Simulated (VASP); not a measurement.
# GaAs (F-43m) in VASP: further runs, part 3 of 3

VASP 6.6.1. The steps go on from the part before.

### Step 5. Electric field gradients, LDA (volume scaled by 0.96)

INCAR reads:

```
SYSTEM = GaAs
PREC = Accurate ; ENCUT = 520
EDIFF = 1E-8 ; ISMEAR = -1
SIGMA = 0.08 ; LREAL = .FALSE.
LASPH = .TRUE. ; NELM = 80
ALGO = Normal ; ISIF = 2
LWAVE = .FALSE. ; LCHARG = .FALSE.
GGA = CA ; LEFG = .TRUE.
NBANDS = 16
```

KPOINTS reads:

```
regular mesh
0
G
  10 10 10
  0 0 0
```

POSCAR reads:

```
GaAs
1.0
    0.0000000000      2.7886446409      2.7886446409
    2.7886446409      0.0000000000      2.7886446409
    2.7886446409      2.7886446409      0.0000000000
Ga As
1 1
Direct
    0.0000000000      0.0000000000      0.0000000000
    0.7500000000      0.7500000000      0.7500000000
```

Potentials or basis: VASP PAW LDA potentials, release 64 (Ga_d, As).

Run with:

```console
$ cat potpaw_LDA.64/Ga_d/POTCAR potpaw_LDA.64/As/POTCAR > POTCAR
$ mpirun -np 1 vasp_std > vasp.out
```

OUTCAR:

```text
SYSTEM = GaAs
   PREC = Accurate
   ENCUT = 520
   EDIFF = 1E-8
   ISMEAR = -1
   LREAL = .FALSE.
   LASPH = .TRUE.
   NELM = 80
   ISIF = 2
   GGA = CA

 ion  position               nearest neighbor table
   1  0.000  0.000  0.000-   2 2.42   2 2.42   2 2.42   2 2.42
   2  0.750  0.750  0.750-   1 2.42   1 2.42   1 2.42   1 2.42

  LATTYP: Found a face centered cubic cell.
 ALAT       =     5.5772892818

  Lattice vectors:

 A1 = (   0.0000000000,   2.7886446409,   2.7886446409)
 A2 = (   2.7886446409,   0.0000000000,   2.7886446409)
 A3 = (   2.7886446409,   2.7886446409,   0.0000000000)

Analysis of symmetry for initial positions (statically):
=====================================================================
 Subroutine PRICEL returns:
 Original cell was already a primitive cell.

 Routine SETGRP: Setting up the symmetry group for a
 face centered cubic supercell.

 Subroutine GETGRP returns: Found 24 space group operations
 (whereof 24 operations were pure point group operations)
 out of a pool of 48 trial point group operations.

The static configuration has the point symmetry T_d .

Analysis of symmetry for dynamics (positions and initial velocities):
=====================================================================
 Subroutine PRICEL returns:
 Original cell was already a primitive cell.

 Routine SETGRP: Setting up the symmetry group for a
 face centered cubic supercell.

 Subroutine GETGRP returns: Found 24 space group operations
 (whereof 24 operations were pure point group operations)
 out of a pool of 48 trial point group operations.

The dynamic configuration has the point symmetry T_d .

 Subroutine INISYM returns: Found 24 space group operations
 (whereof 24 operations are pure point group operations),
 and found     1 'primitive' translations

----------------------------------------------------------------------------------------

                                     Primitive cell

  volume of cell :      43.3720

  direct lattice vectors                    reciprocal lattice vectors
     0.000000000  2.788644641  2.788644641    -0.179298571  0.179298571  0.179298571
     2.788644641  0.000000000  2.788644641     0.179298571 -0.179298571  0.179298571
     2.788644641  2.788644641  0.000000000     0.179298571  0.179298571 -0.179298571

  length of vectors
     3.943739072  3.943739072  3.943739072     0.310554235  0.310554235  0.310554235

  position of ions in fractional coordinates (direct lattice)
     0.000000000  0.000000000  0.000000000
     0.750000000  0.750000000  0.750000000

  ion indices of the primitive-cell ions
   primitive index   ion index
                 1           1
                 2           2

----------------------------------------------------------------------------------------

 KPOINTS: regular mesh

Automatic generation of k-mesh.
 Grid dimensions read from file:
 generate k-points for:   10   10   10

 Generating k-lattice:

[... 68 lines left out ...]
   ISYM   =      2    0-nonsym 1-usesym 2-fastsym
   POTIM  = 0.5000    time-step for ionic-motion
   TEBEG  =    0.0;   TEEND  =   0.0 temperature during run
   PSTRESS=    0.0 pullay stress
   NELECT =      18.0000    total number of electrons
   NUPDOWN=      -1.0000    fix difference up-down
   EMIN   =  10.00;   EMAX   =-10.00  energy-range for DOS
   EFERMI =   0.00;   METHOD = LEGACY
   ISMEAR =    -1;   SIGMA  =   0.08  broadening in eV -4-tet -1-fermi 0-gaus
   EFERMI_NEDOS =   21; number of points for ismear=-14 and -15
   IALGO  =     38    algorithm
   IMIX   =      4    mixing-type and parameters
     AMIX     =   0.40;   BMIX     =  1.00
     AMIX_MAG =   1.60;   BMIX_MAG =  1.00
  volume/ion in A,a.u.               =      21.69       146.34
  Fermi-wavevector in a.u.,A,eV,Ry     =   1.221132  2.307604 20.288498  1.491163
  Thomas-Fermi vector in A             =   2.356325
   LORBIT       =      0    0 simple, 1 ext, 2 COOP (PROOUT), +10 PAW based schemes
   GGA     = CA    functional components
   LHFCALC =     F    Hartree Fock is set to
   AEXX    =    0.0000 exact exchange contribution
   IVDW    =     0    specifies the selected vdW correction
   LEPSILON=     F    determine dielectric tensor
   LRPA    =     F    only Hartree local field effects (RPA)
 non-spin polarized calculation
  energy-cutoff  :      520.00
  volume of cell :       43.37
 maximum number of plane-waves:      1211
 NGX is ok and might be reduce to    30
   NGX = 15   NGY = 15   NGZ = 15

 number of electron      18.0000015 magnetization

 Free energy of the ion-electron system (eV)
  ---------------------------------------------------
  ext. energy  EPLUGINS =         0.00000000
  ---------------------------------------------------
  free energy    TOTEN  =        -9.63777863 eV

  energy without entropy =       -9.63769159  energy(sigma->0) =       -9.63773511

 E-fermi :   4.5907     XC(G=0): -10.0936

 val. band max:        4.1989457374   @ k =   0.0000   0.0000   0.0000
 cond. band min:       4.8417075839   @ k =   0.0000   0.0000   0.0000
 fundamental gap:      0.6427618465
 Fermi energy:         4.5906732529

 k-point     1 :       0.0000    0.0000    0.0000
  band No.  band energies     occupation
      1     -10.8084      2.00000
      2     -10.8084      2.00000
      3     -10.8084      2.00000
      4     -10.7198      2.00000
      5     -10.7198      2.00000
      6      -8.8658      2.00000
[... 433 lines left out ...]
      3     -10.7658      2.00000
      4     -10.7407      2.00000
      5     -10.7091      2.00000
      6      -7.0196      2.00000
[... 8 lines left out ...]
     15      16.6642      0.00000
     16      17.1770      0.00000

 [... further k-points ...]

------------------------ aborting loop because EDIFF is reached ----------------------------------------

  FORCE on cell =-STRESS in cart. coord.  units (eV):
  Direction    XX          YY          ZZ          XY          YZ          ZX
  --------------------------------------------------------------------------------------
  -------------------------------------------------------------------------------------
  Total        0.3804532      0.3804532      0.3804532     -0.0000000      0.0000000      0.0000000
  in kB       14.0540769     14.0540769     14.0540769     -0.0000000      0.0000000      0.0000000
  external PRESSURE =      14.0540769 kB  Pullay stress =       0.0000000 kB

 VOLUME and BASIS-vectors are now :
 -----------------------------------------------------------------------------
  energy-cutoff  :      520.00
  volume of cell :       43.37
      direct lattice vectors                 reciprocal lattice vectors
     0.000000000  2.788644641  2.788644641    -0.179298571  0.179298571  0.179298571
     2.788644641  0.000000000  2.788644641     0.179298571 -0.179298571  0.179298571
     2.788644641  2.788644641  0.000000000     0.179298571  0.179298571 -0.179298571

 POSITION                                       TOTAL-FORCE (eV/Angst)
 -----------------------------------------------------------------------------------
      0.00000      0.00000      0.00000         0.000000     -0.000000      0.000000
      4.18297      4.18297      4.18297        -0.000000      0.000000     -0.000000
 -----------------------------------------------------------------------------------
    total drift:                                0.000000      0.000000      0.000000

  FREE ENERGIE OF THE ION-ELECTRON SYSTEM (eV)
  ---------------------------------------------------
  free  energy   TOTEN  =        -9.6377786344 eV

  energy  without entropy=       -9.6376915884  energy(sigma->0) =       -9.63773511

 Electric field gradients (V/A^2)
---------------------------------------------------------------------
 ion       V_xx      V_yy      V_zz      V_xy      V_xz      V_yz
---------------------------------------------------------------------
   1      -0.000     0.000    -0.000    -0.003    -0.003    -0.003
   2      -0.000     0.000     0.000     0.000     0.000     0.000
---------------------------------------------------------------------

 Electric field gradients after diagonalization (V/A^2)
 (convention: |V_zz| > |V_xx| > |V_yy|)
----------------------------------------------------------------------
 ion       V_xx      V_yy      V_zz     asymmetry (V_yy - V_xx)/ V_zz
----------------------------------------------------------------------
   1       0.003     0.003    -0.007       0.000
   2      -0.000    -0.000     0.000       0.000
----------------------------------------------------------------------

           NMR quadrupolar parameters

 Cq : quadrupolar parameter    Cq=e*Q*V_zz/h
 eta: asymmetry parameters     (V_yy - V_xx)/ V_zz
 Q  : nuclear electric quadrupole moment in mb (millibarn)
----------------------------------------------------------------------
 ion       Cq(MHz)       eta       Q (mb)
----------------------------------------------------------------------
   1      -0.000       0.000       1.000
   2       0.000       0.000       1.000
----------------------------------------------------------------------
```

stdout:

```text
POSCAR found type information on POSCAR GaAs
 POSCAR found :  2 types and       2 ions
 scaLAPACK will be used
 LDA part: xc-table for (Slater(with rela. corr.)+CA(PZ))
 , standard interpolation
 POSCAR, INCAR and KPOINTS ok, starting setup
 FFT: planning ... GRIDC
 FFT: planning ... GRID_SOFT
 FFT: planning ... GRID
 WAVECAR not read
 entering main loop
ion   1

ion   2
```

It used 51 s of CPU time on 1 thread of AMD EPYC 7R13 Processor (Zen 3), on a shared host.

What came out:

```
Free energy            : -9.6378 eV
Pressure               : 1.4 GPa
Band gap on the k mesh : 0.64 eV, direct
```

Caveat: without QUAD_EFG the Cq values of the log hold for a quadrupole moment of 1 mb, not for the nuclei. A k mesh can miss the band edges.
